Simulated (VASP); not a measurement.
# SrCu2B2 (I4/mmm) in VASP: single point with PBE

Aim: the single point of SrCu2B2 with PBE.

Everything below comes from runs of VASP 6.6.1. Logs are shortened: lines on timing, memory, paths and dates and some standing lists are left out, and cuts for length are marked.

## (1) The cell of the first run

Symmetry: I4/mmm, No. 139, tetragonal system. The conventional cell has a = 3.954 Å, b = 3.954 Å, c = 9.413 Å, α = 90.00°, β = 90.00°, γ = 90.00°. Cu (site symmetry -4m2) has 4 B at 2.32 Å and 4 Cu at 2.80 Å and 4 Sr at 3.07 Å within 3.1 Å. B (site symmetry 4mm) has 1 B at 2.28 Å and 4 Cu at 2.32 Å and 4 Sr at 3.02 Å within 3.1 Å. Within 4.0 Å of Sr (site symmetry 4/mmm) lie 10 B at 3.02 to 3.57 Å and 8 Cu at 3.07 Å and 4 Sr at 3.95 Å.

## (2) Single point, PBE

Contents of INCAR:

```
PREC     = Accurate       # precision mode
ENCUT    = 520            # plane-wave cutoff, eV
EDIFF    = 1E-7           # SCF threshold, eV
ISMEAR   = 0              # smearing method
SIGMA    = 0.0992         # smearing width, eV
LREAL    = False          # projectors in reciprocal space
LASPH    = True           # aspherical terms in the spheres
NELM     = 100            # most SCF steps
ALGO     = Normal         # electronic algorithm
ISIF     = 2              # what is computed and relaxed
LWAVE    = False          # write WAVECAR
LCHARG   = True           # write CHGCAR
GGA      = PE             # functional
LELF     = True           # ELF
LVHAR    = True         
NBANDS   = 27             # bands
```

Contents of KPOINTS:

```
regular mesh
0
Gamma
  9 9 9
```

Contents of POSCAR:

```
SrCu2B2
1.0
    0.0000000000      3.9536590000      0.0000000000
    3.9536590000      0.0000000000      0.0000000000
    1.9768290000      1.9768290000     -4.7067370000
Cu B Sr
2 2 1
Direct
    0.7500000000      0.2500000000      0.5000000000
    0.2500000000      0.7500000000      0.5000000000
    0.3790000000      0.3790000000      0.2420000000
    0.6210000000      0.6210000000      0.7580000000
    0.0000000000      0.0000000000      0.0000000000
```

Potentials or basis: VASP PAW PBE potentials, release 64 (Cu, B, Sr_sv).

The run is started by

```console
> cat potpaw_PBE.64/Cu/POTCAR potpaw_PBE.64/B/POTCAR potpaw_PBE.64/Sr_sv/POTCAR > POTCAR
> mpirun -np 1 vasp_std > vasp.out
```

OUTCAR:

```text
PREC = Accurate
   ENCUT = 520
   EDIFF = 1E-7
   ISMEAR = 0
   LREAL = False
   LASPH = True
   NELM = 100
   ISIF = 2
   GGA = PE

 ion  position               nearest neighbor table
   1  0.750  0.250  0.500-   3 2.32   4 2.32   3 2.32   4 2.32   5 3.07   5 3.07   5 3.07   5 3.07

   2  0.250  0.750  0.500-   3 2.32   4 2.32   3 2.32   4 2.32   5 3.07   5 3.07   5 3.07   5 3.07

   3  0.379  0.379  0.242-   1 2.32   2 2.32   2 2.32   1 2.32   5 3.02   5 3.02   5 3.02   5 3.02
                             5 3.57
   4  0.621  0.621  0.758-   1 2.32   2 2.32   2 2.32   1 2.32   5 3.02   5 3.02   5 3.02   5 3.02
                             5 3.57
   5  0.000  0.000  0.000-   3 3.02   4 3.02   4 3.02   4 3.02   3 3.02   3 3.02   4 3.02   3 3.02
                             2 3.07   1 3.07   2 3.07   1 3.07   1 3.07   2 3.07   2 3.07   1 3.07

  LATTYP: Found a body centered tetragonal cell.
 ALAT       =     3.9536590000
 C/A-ratio  =     2.3809524291

  Lattice vectors:

 A1 = (  -1.9768290000,   1.9768300000,   4.7067370000)
 A2 = (   1.9768300000,  -1.9768290000,   4.7067370000)
 A3 = (   1.9768290000,   1.9768290000,  -4.7067370000)

Analysis of symmetry for initial positions (statically):
=====================================================================
 Subroutine PRICEL returns:
 Original cell was already a primitive cell.

 Routine SETGRP: Setting up the symmetry group for a
 body centered tetragonal supercell.

 Subroutine GETGRP returns: Found 16 space group operations
 (whereof 16 operations were pure point group operations)
 out of a pool of 16 trial point group operations.

The static configuration has the point symmetry D_4h.

Analysis of symmetry for dynamics (positions and initial velocities):
=====================================================================
 Subroutine PRICEL returns:
 Original cell was already a primitive cell.

 Routine SETGRP: Setting up the symmetry group for a
 body centered tetragonal supercell.

 Subroutine GETGRP returns: Found 16 space group operations
 (whereof 16 operations were pure point group operations)
 out of a pool of 16 trial point group operations.

The dynamic configuration has the point symmetry D_4h.

 Subroutine INISYM returns: Found 16 space group operations
 (whereof 16 operations are pure point group operations),
 and found     1 'primitive' translations

----------------------------------------------------------------------------------------

                                     Primitive cell

  volume of cell :      73.5730

  direct lattice vectors                    reciprocal lattice vectors
     0.000000000  3.953659000  0.000000000     0.000000000  0.252930260  0.106230680
     3.953659000  0.000000000  0.000000000     0.252930260  0.000000000  0.106230680
     1.976829000  1.976829000 -4.706737000     0.000000000  0.000000000 -0.212461414

  length of vectors
     3.953659000  3.953659000  5.474402157     0.274333144  0.274333144  0.212461414

  position of ions in fractional coordinates (direct lattice)
     0.750000000  0.250000000  0.500000000
     0.250000000  0.750000000  0.500000000
     0.379000000  0.379000000  0.242000000
     0.621000000  0.621000000  0.758000000
     0.000000000  0.000000000  0.000000000

  ion indices of the primitive-cell ions
   primitive index   ion index
                 1           1
                 2           2
                 3           3
                 4           4
                 5           5

----------------------------------------------------------------------------------------

 KPOINTS: regular mesh

Automatic generation of k-mesh.
 Grid dimensions read from file:
 generate k-points for:    9    9    9

 Generating k-lattice:

  Cartesian coordinates                     Fractional coordinates (reciprocal lattice)
     0.000000000  0.028103362  0.011803409     0.111111111  0.000000000  0.000000000
     0.028103362  0.000000000  0.011803409     0.000000000  0.111111111  0.000000000
     0.000000000  0.000000000 -0.023606824     0.000000000  0.000000000  0.111111111

  Length of vectors
     0.030481460  0.030481460  0.023606824

  Shift w.r.t. Gamma in fractional coordinates (k-lattice)
     0.000000000  0.000000000  0.000000000

 Subroutine IBZKPT returns following result:
 ===========================================

 Found     75 irreducible k-points:

 Following reciprocal coordinates:
            Coordinates               Weight
  0.000000  0.000000  0.000000      1.000000
  0.111111  0.000000  0.000000      8.000000
  0.222222  0.000000  0.000000      8.000000
  0.333333  0.000000  0.000000      8.000000
  0.444444  0.000000  0.000000      8.000000
  0.111111  0.111111  0.000000      8.000000
[... 16 lines left out ...]
 -0.333333  0.333333  0.000000      4.000000
  0.444444  0.444444  0.000000      8.000000
 [... further k-points ...]
   k-points           NKPTS =     75   k-points in BZ     NKDIM =     75   number of bands    NBANDS=     27
   number of dos      NEDOS =    301   number of ions     NIONS =      5
   total plane-waves  NPLWV =  37800
   dimension x,y,z NGX =    30 NGY =   30 NGZ =   42
   dimension x,y,z NGXF=    60 NGYF=   60 NGZF=   84
   ions per type =               2   2   1
   NGX,Y,Z   is equivalent  to a cutoff of  12.61, 12.61, 12.75 a.u.
   NGXF,Y,Z  is equivalent  to a cutoff of  25.23, 25.23, 25.51 a.u.
 SYSTEM =  unknown system
   PREC   = accura    normal or accurate (medium, high low for compatibility)
   ISTART =      0    job   : 0-new  1-cont  2-samecut
   ICHARG =      2    charge: 1-file 2-atom 10-const
   ISPIN  =      1    spin polarized calculation?
   LNONCOLLINEAR =      F non collinear calculations
   LSORBIT =      F    spin-orbit coupling
   LASPH  =      T    aspherical Exc in radial PAW
   ENCUT  =  520.0 eV  38.22 Ry    6.18 a.u.   7.35  7.35 10.18*2*pi/ulx,y,z
   NELM   =    100;   NELMIN=  2; NELMDL= -5     # of ELM steps
   EDIFF  = 0.1E-06   stopping-criterion for ELM
   LREAL  =      F    real-space projection
   EDIFFG = 0.1E-05   stopping-criterion for IOM
   NSW    =      0    number of steps for IOM
   IBRION =     -1    ionic relax: 0-MD 1-quasi-New 2-CG
   NFREE  =      0    steps in history (QN), initial steepest desc. (CG)
   ISIF   =      2    stress and relaxation
   ISYM   =      2    0-nonsym 1-usesym 2-fastsym
   POTIM  = 0.5000    time-step for ionic-motion
   TEBEG  =    0.0;   TEEND  =   0.0 temperature during run
   PSTRESS=    0.0 pullay stress
   NELECT =      38.0000    total number of electrons
   NUPDOWN=      -1.0000    fix difference up-down
   EMIN   =  10.00;   EMAX   =-10.00  energy-range for DOS
   EFERMI =   0.00;   METHOD = LEGACY
   ISMEAR =     0;   SIGMA  =   0.10  broadening in eV -4-tet -1-fermi 0-gaus
   EFERMI_NEDOS =   21; number of points for ismear=-14 and -15
   IALGO  =     38    algorithm
   IMIX   =      4    mixing-type and parameters
     AMIX     =   0.40;   BMIX     =  1.00
     AMIX_MAG =   1.60;   BMIX_MAG =  1.00
  volume/ion in A,a.u.               =      14.71        99.30
  Fermi-wavevector in a.u.,A,eV,Ry     =   1.313500  2.482154 23.473872  1.725281
  Thomas-Fermi vector in A             =   2.443818
   LORBIT       =      0    0 simple, 1 ext, 2 COOP (PROOUT), +10 PAW based schemes
   GGA     = PE    functional components
   LHFCALC =     F    Hartree Fock is set to
   AEXX    =    0.0000 exact exchange contribution
   IVDW    =     0    specifies the selected vdW correction
   LEPSILON=     F    determine dielectric tensor
   LRPA    =     F    only Hartree local field effects (RPA)
 non-spin polarized calculation
 Gauss-broadening in eV      SIGMA  =   0.10
  energy-cutoff  :      520.00
  volume of cell :       73.57
 maximum number of plane-waves:      2010
 NGX is ok and might be reduce to    30
   NGX = 15   NGY = 15   NGZ = 21

 number of electron      37.9999986 magnetization

 Free energy of the ion-electron system (eV)
  ---------------------------------------------------
  ext. energy  EPLUGINS =         0.00000000
  ---------------------------------------------------
  free energy    TOTEN  =       -20.67767873 eV

  energy without entropy =      -20.66257499  energy(sigma->0) =      -20.67012686

 E-fermi :   4.4602     XC(G=0): -10.8786

 val. band max:        4.4274538896   @ k =  -0.2222   0.4444   0.1111
 cond. band min:       4.4602427772   @ k =  -0.1111   0.4444   0.1111
 fundamental gap:      0.0327888876
 Fermi energy:         4.4602398238

 k-point     1 :       0.0000    0.0000    0.0000
  band No.  band energies     occupation
      1     -29.5410      2.00000
      2     -11.7784      2.00000
      3     -11.5670      2.00000
      4     -11.5670      2.00000
      5      -4.6334      2.00000
      6      -1.0286      2.00000
[... 19 lines left out ...]
     26      10.7276      0.00000
     27      11.1054      0.00000

 k-point     2 :       0.1111    0.0000    0.0000
  band No.  band energies     occupation
      1     -29.5390      2.00000
      2     -11.7773      2.00000
      3     -11.6098      2.00000
      4     -11.5625      2.00000
      5      -4.4843      2.00000
      6      -1.0996      2.00000
[... 19 lines left out ...]
     26      11.0412      0.00000
     27      11.1885      0.00000

 k-point     3 :       0.2222    0.0000    0.0000
  band No.  band energies     occupation
      1     -29.5340      2.00000
      2     -11.7753      2.00000
      3     -11.7136      2.00000
      4     -11.5511      2.00000
      5      -4.0673      2.00000
      6      -1.2825      2.00000
[... 594 lines left out ...]
      1     -29.5163      2.00000
      2     -11.7930      2.00000
      3     -11.7551      2.00000
      4     -11.7312      2.00000
      5      -3.0277      2.00000
      6      -1.0263      2.00000
[... 19 lines left out ...]
     26      11.1106      0.00000
     27      11.9336      0.00000

 k-point    24 :       0.4444    0.4444    0.0000
  band No.  band energies     occupation
      1     -29.5091      2.00000
      2     -11.8293      2.00000
      3     -11.8126      2.00000
      4     -11.7207      2.00000
      5      -2.6243      2.00000
      6      -1.1831      2.00000
[... 19 lines left out ...]
     26      12.3519      0.00000
     27      12.6221      0.00000

 [... further k-points ...]

------------------------ aborting loop because EDIFF is reached ----------------------------------------

  FORCE on cell =-STRESS in cart. coord.  units (eV):
  Direction    XX          YY          ZZ          XY          YZ          ZX
  --------------------------------------------------------------------------------------
  -------------------------------------------------------------------------------------
  Total       -3.3467747     -3.3467747     -3.9543206     -0.0000000     -0.0000004     -0.0000004
  in kB      -72.8817360    -72.8817360    -86.1120860     -0.0000000     -0.0000091     -0.0000091
  external PRESSURE =     -77.2918527 kB  Pullay stress =       0.0000000 kB

 VOLUME and BASIS-vectors are now :
 -----------------------------------------------------------------------------
  energy-cutoff  :      520.00
  volume of cell :       73.57
      direct lattice vectors                 reciprocal lattice vectors
     0.000000000  3.953659000  0.000000000     0.000000000  0.252930260  0.106230680
     3.953659000  0.000000000  0.000000000     0.252930260  0.000000000  0.106230680
     1.976829000  1.976829000 -4.706737000     0.000000000  0.000000000 -0.212461414

 POSITION                                       TOTAL-FORCE (eV/Angst)
 -----------------------------------------------------------------------------------
      1.97683      3.95366     -2.35337         0.000000      0.000000     -0.000000
      3.95366      1.97683     -2.35337        -0.000000     -0.000000      0.000000
      1.97683      1.97683     -1.13903         0.000000      0.000000      0.003909
      3.95366      3.95366     -3.56771        -0.000000     -0.000000     -0.003909
      0.00000      0.00000      0.00000        -0.000000      0.000000      0.000000
 -----------------------------------------------------------------------------------
    total drift:                                0.000000     -0.000000     -0.000000

  FREE ENERGIE OF THE ION-ELECTRON SYSTEM (eV)
  ---------------------------------------------------
  free  energy   TOTEN  =       -20.6776787333 eV

  energy  without entropy=      -20.6625749925  energy(sigma->0) =      -20.67012686
```

Run time: 3.1 min. Hardware: 1 thread of Intel Xeon Platinum 8488C (Sapphire Rapids), shared host; peak memory 0.29 GiB.

Results:

```yaml
Free_energy: -20.6777 eV
Pressure: -7.7 GPa
Largest_force: 0.004 eV/Å
Band_gap_on_the_k_mesh: zero (bands 19 and 20 overlap by 2.02 eV)
```

Forces in eV/Å, atoms in the order of the input:
```
Cu   0.000  0.000  0.000
Cu   0.000  0.000  0.000
B    0.000  0.000  0.004
B    0.000  0.000 -0.004
Sr   0.000  0.000  0.000
```

Stress tensor (GPa, compression positive):
```
-7.29  0.00  0.00
 0.00 -7.29  0.00
 0.00  0.00 -8.61
```

Levels at points of the mesh, in eV from the Fermi level:
| k point | band 15 | band 16 | band 17 | band 18 | band 19 | band 20 | band 21 | band 22 | band 23 | band 24 |
| --- | --- | --- | --- | --- | --- | --- | --- | --- | --- | --- |
| (0.00, 0.00, 0.00) | -2.05 | -2.02 | -1.92 | -0.55 | -0.55 | 1.67 | 1.87 | 1.87 | 4.60 | 4.94 |

Caveat: the cell stands under tension.

The gap in the log of VASP goes by the Fermi energy; the results here count the filled bands.